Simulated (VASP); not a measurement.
Set up this calculation in VASP 6.6.1, as the native input.

| Item | Value |
| --- | --- |
| Task | single point |
| Functional | PBE |
| Potentials or basis | VASP PAW PBE potentials, release 64 (Cu) |
| Cutoff | 520 eV |
| k mesh | 5 × 5 × 5 |
| Occupations | gaussian, width 0.1 eV |
| Spin | no spin polarisation |
| Dipole correction | no |
| Further INCAR settings | LREAL = Auto; ALGO = Normal; EDIFF = 1e-06; NBANDS = 96 |

The structure of Cu (a cell with a defect) lies in POSCAR:

```
Cu
1.0
    3.6298028101      3.6298028101     -3.6298028101
   -3.6298028101     -3.6298028101     -3.6298028101
   -3.6298028101      3.6298028101      3.6298028101
Cu
15
Direct
    0.4979857990      0.5020142010      0.0000000000
    0.7500000000      0.2500000000      0.0000000000
    0.7500000000      0.7500000000      0.5000000000
    0.0020142010      0.7500000000      0.2479857990
    0.2500000000      0.5020142010      0.2479857990
    0.4979857990      0.2459715981      0.2479857990
    0.7459715981     -0.0020142010      0.2479857990
    0.0020142010     -0.0020142010      0.0000000000
    0.4979857990      0.7500000000      0.7520142010
    0.7540284019      0.5020142010      0.7520142010
    0.0020142010      0.5020142010      0.5040284019
    0.2500000000      0.2500000000      0.5000000000
    0.4979857990     -0.0020142010      0.4959715981
    0.0020142010      0.2540284019      0.7520142010
    0.2500000000     -0.0020142010      0.7520142010
```

The input as run:

INCAR

```
SYSTEM = Cu
PREC = Accurate
ENCUT = 520
EDIFF = 1E-6
ISMEAR = 0
SIGMA = 0.1
LREAL = Auto
LASPH = .True.
NELM = 80
ALGO = Normal
ISIF = 2
LWAVE = .False.
LCHARG = .True.
GGA = PE
LELF = .True.
LVHAR = .True.
NBANDS = 96
```

KPOINTS

```
Automatic mesh
0
Gamma
  5 5 5
  0 0 0
```

Potentials or basis: VASP PAW PBE potentials, release 64 (Cu).

Command:

```console
$ cat potpaw_PBE.64/Cu/POTCAR > POTCAR
$ mpirun -np 1 vasp_std > vasp.out
```

It gave:

- Pressure: -2.2 GPa
- Largest force: 0.004 eV/Å

Wall time 5.2 min on 1 thread of Intel(R) Xeon(R) Platinum 8488C (Sapphire Rapids), on a shared host, peak memory 0.4 GiB.
